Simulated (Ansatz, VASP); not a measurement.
**GaBi2Sb3S: VASP beside Ansatz**

Contents of INCAR:

```
SYSTEM = GaBi2Sb3S
PREC = Accurate ; ENCUT = 500
EDIFF = 1E-6 ; ISMEAR = 0
SIGMA = 0.1 ; LREAL = .FALSE.
LASPH = .TRUE. ; NELM = 120
ALGO = Normal ; ISIF = 2
LWAVE = .FALSE. ; LCHARG = .TRUE.
GGA = PE ; LELF = .TRUE.
LVHAR = .TRUE. ; NBANDS = 41
GGA_COMPAT = .FALSE.
```

The input KPOINTS:

```
regular mesh
0
G
  3 3 3
  0 0 0
```

File POSCAR:

```
GaBi2Sb3S
1.0
    3.2449228270      1.8734570676      6.0237171995
   -3.2449228270      1.8734570676      6.0237171995
    0.0000000000     -3.7469141353      6.0237171995
Ga Sb Bi S
1 3 2 1
Direct
    0.2643914906      0.2643914906      0.2643914906
    0.8087884601      0.3013736767      0.8087884601
    0.3013736767      0.8087884601      0.8087884601
    0.8087884601      0.8087884601      0.3013736767
    0.8401443252      0.8401443252      0.8401443252
    0.5110929551      0.5110929551      0.5110929551
    0.1400798722      0.1400798722      0.1400798722
```

Input for Ansatz:

```yaml
crystal:
  lattice:
    - [3.244922827, 1.8734570676, 6.0237171995]
    - [-3.244922827, 1.8734570676, 6.0237171995]
    - [0.0, -3.7469141353, 6.0237171995]
  atoms:
    - { symbol: Ga, position: [0.2643914906, 0.2643914906, 0.2643914906] }
    - { symbol: Sb, position: [0.8087884601, 0.3013736767, 0.8087884601] }
    - { symbol: Sb, position: [0.3013736767, 0.8087884601, 0.8087884601] }
    - { symbol: Sb, position: [0.8087884601, 0.8087884601, 0.3013736767] }
    - { symbol: Bi, position: [0.8401443252, 0.8401443252, 0.8401443252] }
    - { symbol: Bi, position: [0.5110929551, 0.5110929551, 0.5110929551] }
    - { symbol: S, position: [0.1400798722, 0.1400798722, 0.1400798722] }
basis:
  ecutwfc: 420
kpoints:
  mp_grid: { grid: [3, 3, 3] }
hamiltonian:
  xc: pbe
scf:
  occupations: { method: gaussian, width: 0.1 }
  lower_state_search: "off"
output:
  forces: true
  stress: true
  eigenvalues: true
```

Alike in both runs: task single point; functional PBE; k mesh 3 × 3 × 3; occupations gaussian, width 0.1 eV; no spin polarisation.

|  | VASP | Ansatz |
| --- | --- | --- |
| version | VASP 6.6.1 | Ansatz 0.2.0 |
| potentials or method | VASP PAW PBE potentials, release 64 (Ga_d, Sb, Bi_d, S), cutoff 500 eV | scalar-relativistic, plane waves, PAW |
| valence electrons in the cell | 64 | 94 |

Ansatz gave:

* gap on the k mesh at the Fermi level (eV): none
* pressure (GPa): 1.0
* traceless stress, the component that is largest in VASP (GPa): 0.41
* rms of the force components (eV/Å): 0.284

Question: Estimate VASP's values.

Answer: gap on the k mesh at the Fermi level (eV): none; pressure (GPa): 0.9; traceless stress, the component that is largest in VASP (GPa): 0.42; rms of the force components (eV/Å): 0.285.

Atom by atom the forces differ by 0.004 eV/Å (rms over components). A gap of «none» marks a metal or a gap that the smearing closes. With one functional, cell and mesh, what is left measures potentials, basis and numerics. VASP's potentials hold 64 valence electrons a cell and Ansatz's 94, so a difference there can come from the potentials and not from the codes.

The k mesh is coarse, so the values compare programs but aren't converged. Spin-orbit coupling is off throughout.
